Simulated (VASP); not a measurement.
A run of VASP 6.6.1 is set up as follows.

Contents of INCAR:

```
SYSTEM = DyBe2F2
PREC = Accurate
ENCUT = 600
EDIFF = 1E-6
ISMEAR = 0
SIGMA = 0.1
LREAL = .False.
LASPH = .True.
NELM = 200
ALGO = Normal
ISIF = 2
LWAVE = .False.
LCHARG = .False.
GGA = PE
NBANDS = 22
GGA_COMPAT = .False.
LMAXMIX = 6
```

KPOINTS

```
Automatic mesh
0
Gamma
  6 6 4
  0 0 0
```

File POSCAR:

```
DyBe2F2
1.0
    4.8491237647     -0.0000000038      0.0000000000
   -2.4245618791      4.1994643683      0.0000000000
    0.0000000000      0.0000000000      6.6407297399
Dy Be F
1 2 2
Direct
    0.0000000000      0.0000000000      0.0000000000
    0.6666666667      0.3333333333      0.0000000000
    0.3333333333      0.6666666667      0.5000000000
    0.0000000000      0.0000000000      0.6919896434
    0.0000000000      0.0000000000      0.3080103566
```

Potentials or basis: VASP PAW PBE potentials, release 64 (Dy_3, Be, F), 4f in core.

The run is started by

```sh
$ cat potpaw_PBE.64/Dy_3/POTCAR potpaw_PBE.64/Be/POTCAR potpaw_PBE.64/F/POTCAR > POTCAR
$ mpirun -np 1 vasp_std > vasp.out
```

(1) What does it give for the largest force?

(2) What does it give for the band gap on the k mesh?

(3) What does it give for the pressure?

Answers

(1) 0.256 eV/Å.

(2) zero (an odd number of electrons rules out a gap without spin polarisation).

(3) 0.5 GPa.

Caveat: spin-orbit coupling is left out, which moves the levels of the heavy elements; the 4f electrons are frozen in the core, so they carry no moment and show no levels; the run has no spin polarisation, though such a crystal can be magnetic.
